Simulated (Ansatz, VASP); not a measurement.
One calculation of SnO2, two programs

```
CELL_PARAMETERS angstrom
4.77818 0.00000 0.00000
0.00000 4.77818 0.00000
0.00000 0.00000 3.20551
ATOMIC_POSITIONS crystal
Sn 0.00000 0.00000 0.00000
Sn 0.50000 0.50000 0.50000
O 0.30657 0.30657 0.00000
O 0.19343 0.80657 0.50000
O 0.69343 0.69343 0.00000
O 0.80657 0.19343 0.50000
```

Alike in both runs: task single point; functional PBE; k mesh 4 × 4 × 6; no spin polarisation.

|  | VASP | Ansatz |
| --- | --- | --- |
| version | VASP 6.6.1 | Ansatz 0.2.0 |
| potentials or method | VASP PAW PBE potentials, release 64 (Sn_d, O) | plane waves, PAW |
| plane-wave cutoff (eV) | 520 | 420 |
| occupations | gaussian, width 0.01 eV | fixed |
| valence electrons in the cell | 52 | 52 |

```csv
,VASP,Ansatz,Ansatz less VASP
gap on the k mesh at the Fermi level (eV),1.01,1.02,+0.011
pressure (GPa),6.6,6.0,-0.68
"traceless stress, the component that is largest in VASP (GPa)",1.40,1.18,-0.218
rms of the force components (eV/Å),0.060,0.052,-0.0084
```

Atom by atom the forces differ by 0.008 eV/Å (rms over components).
